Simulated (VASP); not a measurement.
Write the native input for VASP 6.6.1 that does the following.

```
Task                   : single point
Functional             : PBE
Potentials or basis    : VASP PAW PBE potentials, release 64 (Sr_sv, Nb_sv)
Cutoff                 : 500 eV
k mesh                 : 6 × 6 × 6
Occupations            : gaussian, width 0.2 eV
Spin                   : no spin polarisation
Dipole correction      : no
Further INCAR settings : ALGO = Normal; EDIFF = 1e-06; NBANDS = 18
```

The structure of SrNb lies in POSCAR:

```
SrNb
1.0
    0.0000000000      3.3934958978      3.3934958978
    3.3934958978      0.0000000000      3.3934958978
    3.3934958978      3.3934958978      0.0000000000
Sr Nb
1 1
Direct
    0.7500000000      0.7500000000      0.7500000000
    0.0000000000      0.0000000000      0.0000000000
```

The input as run:

INCAR

```
PREC = Accurate
ENCUT = 500
EDIFF = 1E-6
ISMEAR = 0
SIGMA = 0.2
LREAL = False
LASPH = True
NELM = 120
ALGO = Normal
ISIF = 2
LWAVE = False
LCHARG = True
GGA = PE
LELF = True
LVHAR = True
NBANDS = 18
GGA_COMPAT = False
```

KPOINTS

```
Automatic mesh
0
Gamma
  6 6 6
```

Potentials or basis: VASP PAW PBE potentials, release 64 (Sr_sv, Nb_sv).

Launch:

```console
$ cat potpaw_PBE.64/Sr_sv/POTCAR potpaw_PBE.64/Nb_sv/POTCAR > POTCAR
$ mpirun -np 1 vasp_std > vasp.out
```

It gave:

```yaml
Pressure: 0.2 GPa
```

It took 45 s on 1 thread of Intel Xeon 8259CL (shared host), peak memory 0.21 GiB.
